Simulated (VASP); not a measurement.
# BN (P6_3/mmc) in VASP: a series of runs

The runs below take BN through single point, with PBEsol.

Program: VASP 6.6.1. These are calculated values, not measurements. Logs are shortened: lines on timing, memory, paths and dates and some standing lists are left out, and cuts for length are marked.

## 1. The cell of the first run

Symmetry: P6_3/mmc, No. 194, hexagonal system. The conventional cell has a = 2.441 Å, b = 2.441 Å, c = 6.661 Å, α = 90.00°, β = 90.00°, γ = 120.00°. Within 1.9 Å of B (site symmetry -6m2) lie 3 N at 1.41 Å. N (site symmetry -6m2) has 3 B at 1.41 Å within 1.9 Å.

## 2. Single point, PBEsol (strain -0.025 along x and y, +0.000 along z)

The input, INCAR:

```
PREC     = Accurate       # precision mode
ENCUT    = 520            # plane-wave cutoff, eV
EDIFF    = 1E-7           # SCF threshold, eV
ISMEAR   = 0              # smearing method
SIGMA    = 0.05           # smearing width, eV
LREAL    = False          # projectors in reciprocal space
LASPH    = True           # aspherical terms in the spheres
NELM     = 100            # most SCF steps
ALGO     = Normal         # electronic algorithm
ISIF     = 2              # what is computed and relaxed
LWAVE    = False          # write WAVECAR
LCHARG   = False          # write CHGCAR
GGA      = PS             # functional
NBANDS   = 16             # bands
```

The input, KPOINTS:

```
regular mesh
0
Gamma
  12 12 4
```

The input, POSCAR:

```
BN
1.0
    2.4413919117      0.0000000000      0.0000000000
   -1.2206959559      2.1143074161      0.0000000000
    0.0000000000      0.0000000000      6.6612000000
B N
2 2
Direct
    0.3333333333      0.6666666667      0.2500000000
    0.6666666667      0.3333333333      0.7500000000
    0.3333333333      0.6666666667      0.7500000000
    0.6666666667      0.3333333333      0.2500000000
```

Potentials or basis: VASP PAW PBE potentials, release 64 (B, N).

The run is started by

```sh
$ cat potpaw_PBE.64/B/POTCAR potpaw_PBE.64/N/POTCAR > POTCAR
$ mpirun -np 1 vasp_std > vasp.out
```

OUTCAR:

```text
PREC = Accurate
   ENCUT = 520
   EDIFF = 1E-7
   ISMEAR = 0
   LREAL = False
   LASPH = True
   NELM = 100
   ISIF = 2
   GGA = PS

 ion  position               nearest neighbor table
   1  0.333  0.667  0.250-   4 1.41   4 1.41   4 1.41
   2  0.667  0.333  0.750-   3 1.41   3 1.41   3 1.41
   3  0.333  0.667  0.750-   2 1.41   2 1.41   2 1.41
   4  0.667  0.333  0.250-   1 1.41   1 1.41   1 1.41

  LATTYP: Found a hexagonal cell.
 ALAT       =     2.4413919117
 C/A-ratio  =     2.7284435441

  Lattice vectors:

 A1 = (   2.4413919117,   0.0000000000,   0.0000000000)
 A2 = (  -1.2206959559,   2.1143074161,   0.0000000000)
 A3 = (   0.0000000000,   0.0000000000,   6.6612000000)

Analysis of symmetry for initial positions (statically):
=====================================================================
 Subroutine PRICEL returns:
 Original cell was already a primitive cell.

 Routine SETGRP: Setting up the symmetry group for a
 hexagonal supercell.

 Subroutine GETGRP returns: Found 24 space group operations
 (whereof 12 operations were pure point group operations)
 out of a pool of 24 trial point group operations.

The static configuration has the point symmetry D_3d.
 The point group associated with its full space group is D_6h.

Analysis of symmetry for dynamics (positions and initial velocities):
=====================================================================
 Subroutine PRICEL returns:
 Original cell was already a primitive cell.

 Routine SETGRP: Setting up the symmetry group for a
 hexagonal supercell.

 Subroutine GETGRP returns: Found 24 space group operations
 (whereof 12 operations were pure point group operations)
 out of a pool of 24 trial point group operations.

The dynamic configuration has the point symmetry D_3d.
 The point group associated with its full space group is D_6h.

 Subroutine INISYM returns: Found 24 space group operations
 (whereof 12 operations are pure point group operations),
 and found     1 'primitive' translations

----------------------------------------------------------------------------------------

                                     Primitive cell

  volume of cell :      34.3841

[... 83 lines left out ...]
   PREC   = accura    normal or accurate (medium, high low for compatibility)
   ISTART =      0    job   : 0-new  1-cont  2-samecut
   ICHARG =      2    charge: 1-file 2-atom 10-const
   ISPIN  =      1    spin polarized calculation?
   LNONCOLLINEAR =      F non collinear calculations
   LSORBIT =      F    spin-orbit coupling
   LASPH  =      T    aspherical Exc in radial PAW
   ENCUT  =  520.0 eV  38.22 Ry    6.18 a.u.   4.54  4.54 12.39*2*pi/ulx,y,z
   NELM   =    100;   NELMIN=  2; NELMDL= -5     # of ELM steps
   EDIFF  = 0.1E-06   stopping-criterion for ELM
   LREAL  =      F    real-space projection
   EDIFFG = 0.1E-05   stopping-criterion for IOM
   NSW    =      0    number of steps for IOM
   IBRION =     -1    ionic relax: 0-MD 1-quasi-New 2-CG
   NFREE  =      0    steps in history (QN), initial steepest desc. (CG)
   ISIF   =      2    stress and relaxation
   ISYM   =      2    0-nonsym 1-usesym 2-fastsym
   POTIM  = 0.5000    time-step for ionic-motion
   TEBEG  =    0.0;   TEEND  =   0.0 temperature during run
   PSTRESS=    0.0 pullay stress
   NELECT =      16.0000    total number of electrons
   NUPDOWN=      -1.0000    fix difference up-down
   EMIN   =  10.00;   EMAX   =-10.00  energy-range for DOS
   EFERMI =   0.00;   METHOD = LEGACY
   ISMEAR =     0;   SIGMA  =   0.05  broadening in eV -4-tet -1-fermi 0-gaus
   EFERMI_NEDOS =   21; number of points for ismear=-14 and -15
   IALGO  =     38    algorithm
   IMIX   =      4    mixing-type and parameters
     AMIX     =   0.40;   BMIX     =  1.00
     AMIX_MAG =   1.60;   BMIX_MAG =  1.00
  volume/ion in A,a.u.               =       8.60        58.01
  Fermi-wavevector in a.u.,A,eV,Ry     =   1.268612  2.397329 21.896893  1.609376
  Thomas-Fermi vector in A             =   2.401697
   LORBIT       =      0    0 simple, 1 ext, 2 COOP (PROOUT), +10 PAW based schemes
   GGA     = PS    functional components
   LHFCALC =     F    Hartree Fock is set to
   AEXX    =    0.0000 exact exchange contribution
   IVDW    =     0    specifies the selected vdW correction
   LEPSILON=     F    determine dielectric tensor
   LRPA    =     F    only Hartree local field effects (RPA)
 non-spin polarized calculation
 Gauss-broadening in eV      SIGMA  =   0.05
  energy-cutoff  :      520.00
  volume of cell :       34.38
 maximum number of plane-waves:       948
   NGX =  9   NGY =  9   NGZ = 25

 number of electron      16.0000002 magnetization

 Free energy of the ion-electron system (eV)
  ---------------------------------------------------
  ext. energy  EPLUGINS =         0.00000000
  ---------------------------------------------------
  free energy    TOTEN  =       -36.39295886 eV

  energy without entropy =      -36.39295886  energy(sigma->0) =      -36.39295886

 E-fermi :   2.7158     XC(G=0): -10.4374

 val. band max:        2.4949730971   @ k =   0.3333   0.3333   0.5000
 cond. band min:       6.7834243644   @ k =   0.5000   0.0000   0.0000
 fundamental gap:      4.2884512673
 Fermi energy:         2.7157741529

 k-point     1 :       0.0000    0.0000    0.0000
  band No.  band energies     occupation
      1     -15.7189      2.00000
      2     -15.4298      2.00000
      3      -4.1710      2.00000
      4      -2.0788      2.00000
      5       1.2863      2.00000
      6       1.2863      2.00000
[... 433 lines left out ...]
      3      -4.5459      2.00000
      4      -4.4929      2.00000
      5      -1.1482      2.00000
      6      -1.1102      2.00000
[... 8 lines left out ...]
     15      19.9294      0.00000
     16      22.0005      0.00000

 [... further k-points ...]
[... 5 lines left out ...]
  --------------------------------------------------------------------------------------
  -------------------------------------------------------------------------------------
  Total        6.7188222      6.7188222      0.1729717     -0.0000000      0.0000000     -0.0000000
  in kB      313.0730063    313.0730063      8.0598609     -0.0000000      0.0000000     -0.0000000
  external PRESSURE =     211.4019578 kB  Pullay stress =       0.0000000 kB

 VOLUME and BASIS-vectors are now :
 -----------------------------------------------------------------------------
  energy-cutoff  :      520.00
  volume of cell :       34.38
      direct lattice vectors                 reciprocal lattice vectors
     2.441391912  0.000000000  0.000000000     0.409602406  0.236484059  0.000000000
    -1.220695956  2.114307416  0.000000000     0.000000000  0.472968118  0.000000000
     0.000000000  0.000000000  6.661200000     0.000000000  0.000000000  0.150123101

 POSITION                                       TOTAL-FORCE (eV/Angst)
 -----------------------------------------------------------------------------------
     -0.00000      1.40954      1.66530        -0.000000     -0.000000      0.000000
      1.22070      0.70477      4.99590         0.000000      0.000000      0.000000
     -0.00000      1.40954      4.99590        -0.000000     -0.000000      0.000000
      1.22070      0.70477      1.66530        -0.000000      0.000000      0.000000
 -----------------------------------------------------------------------------------
    total drift:                               -0.000000      0.000000      0.000000

  FREE ENERGIE OF THE ION-ELECTRON SYSTEM (eV)
  ---------------------------------------------------
  free  energy   TOTEN  =       -36.3929588559 eV

  energy  without entropy=      -36.3929588559  energy(sigma->0) =      -36.39295886
```

OSZICAR:

```text
N       E                     dE             d eps       ncg     rms          rms(c)
DAV:   1     0.480786649392E+02    0.48079E+02   -0.81060E+03  1840   0.929E+02
DAV:   2    -0.373261461365E+02   -0.85405E+02   -0.77410E+02  2544   0.227E+02
DAV:   3    -0.403743686133E+02   -0.30482E+01   -0.30341E+01  2400   0.416E+01
DAV:   4    -0.403925843729E+02   -0.18216E-01   -0.18213E-01  2264   0.355E+00
DAV:   5    -0.403927485932E+02   -0.16422E-03   -0.16421E-03  2424   0.314E-01    0.118E+01
DAV:   6    -0.368810528486E+02    0.35117E+01   -0.51240E+00  2344   0.174E+01    0.545E+00
DAV:   7    -0.364884028984E+02    0.39265E+00   -0.67243E-01  2384   0.592E+00    0.326E+00
DAV:   8    -0.363964297482E+02    0.91973E-01   -0.23155E-01  2288   0.331E+00    0.466E-01
DAV:   9    -0.363922216174E+02    0.42081E-02   -0.14890E-02  2032   0.996E-01    0.200E-01
DAV:  10    -0.363928705522E+02   -0.64893E-03   -0.10152E-03  2120   0.248E-01    0.291E-02
DAV:  11    -0.363929471234E+02   -0.76571E-04   -0.63792E-05  2128   0.618E-02    0.231E-02
DAV:  12    -0.363929588063E+02   -0.11683E-04   -0.21837E-05  2024   0.312E-02    0.183E-03
DAV:  13    -0.363929588559E+02   -0.49603E-07   -0.48162E-07  2480   0.566E-03
   1 F= -.36392959E+02 E0= -.36392959E+02  d E =-.667694E-12
```

Run time: 19 s. Hardware: 1 thread of AMD EPYC 7R43 (Zen 3), shared host; peak memory 0.11 GiB.

What came out:

| Item | Value |
| --- | --- |
| Free energy | -36.3930 eV |
| Pressure | 21.1 GPa |
| Band gap on the k mesh | 4.29 eV, indirect (least direct gap 4.77 eV) |

Stress tensor (GPa, compression positive):
```
31.31  0.00  0.00
 0.00 31.31  0.00
 0.00  0.00  0.81
```

Levels at points of the mesh, in eV from the valence-band top:
| k point | band 6 | band 7 | band 8 | band 9 | band 10 | band 11 |
| --- | --- | --- | --- | --- | --- | --- |
| (0.00, 0.00, 0.00) | -1.21 | -1.18 | -1.18 | 5.00 | 10.35 | 12.15 |
| (0.50, 0.00, 0.00) | -4.19 | -1.52 | -0.53 | 4.29 | 5.72 | 10.12 |
| (0.00, 0.00, 0.50) | -1.19 | -1.19 | -1.19 | 7.46 | 7.46 | 12.21 |
| (0.50, 0.00, 0.50) | -4.22 | -1.01 | -1.01 | 4.78 | 4.78 | 10.64 |

Caveat: the cell differs from its parent crystal (strain -0.025 along x and y, +0.000 along z); the PAW data sets were made with another functional, which shifts forces and pressure a little; this functional lacks dispersion, which binds the layers, so the pressure and a relaxed spacing across them are unreliable.

## 3. Single point, PBEsol (strain +0.000 along x and y, -0.025 along z)

The input, INCAR:

```
PREC = Accurate
ENCUT = 520
EDIFF = 1E-6
ISMEAR = 0
SIGMA = 0.05
LREAL = F
LASPH = T
NELM = 60
ALGO = Normal
ISIF = 2
LWAVE = F
LCHARG = F
GGA = PS
NBANDS = 16
```

The input, KPOINTS:

```
Automatic mesh
0
Gamma
  12 12 4
```

The input, POSCAR:

```
BN
1.0
    2.5039917043      0.0000000000      0.0000000000
   -1.2519958522      2.1685204268      0.0000000000
    0.0000000000      0.0000000000      6.4946700000
B N
2 2
Direct
    0.3333333333      0.6666666667      0.2500000000
    0.6666666667      0.3333333333      0.7500000000
    0.3333333333      0.6666666667      0.7500000000
    0.6666666667      0.3333333333      0.2500000000
```

Potentials or basis: VASP PAW PBE potentials, release 64 (B, N).

The run is started by

```sh
$ cat potpaw_PBE.64/B/POTCAR potpaw_PBE.64/N/POTCAR > POTCAR
$ mpirun -np 1 vasp_std > vasp.out
```

Run time: 21 s. Hardware: 1 thread of AMD EPYC 7R43 (Zen 3), shared host; peak memory 0.12 GiB.

It converged, with:

| Property | Result |
| --- | --- |
| Free energy | -36.5593 eV |
| Pressure | 1.0 GPa |
| Band gap on the k mesh | 4.11 eV, indirect (least direct gap 4.51 eV) |

Stress tensor (GPa, compression positive):
```
0.84 0.00 0.00
0.00 0.84 0.00
0.00 0.00 1.37
```

Levels at points of the mesh, in eV from the valence-band top:
```tsv
k point	band 6	band 7	band 8	band 9	band 10	band 11
(0.00, 0.00, 0.00)	-1.33	-1.28	-1.28	5.18	10.42	11.47
(0.50, 0.00, 0.00)	-4.08	-1.56	-0.40	4.11	5.67	9.45
(0.00, 0.00, 0.50)	-1.30	-1.30	-1.30	7.71	7.71	11.55
(0.50, 0.00, 0.50)	-4.12	-0.95	-0.95	4.62	4.62	9.85
```

Caveat: the cell differs from its parent crystal (strain +0.000 along x and y, -0.025 along z); the PAW data sets were made with another functional, which shifts forces and pressure a little; this functional lacks dispersion, which binds the layers, so the pressure and a relaxed spacing across them are unreliable.
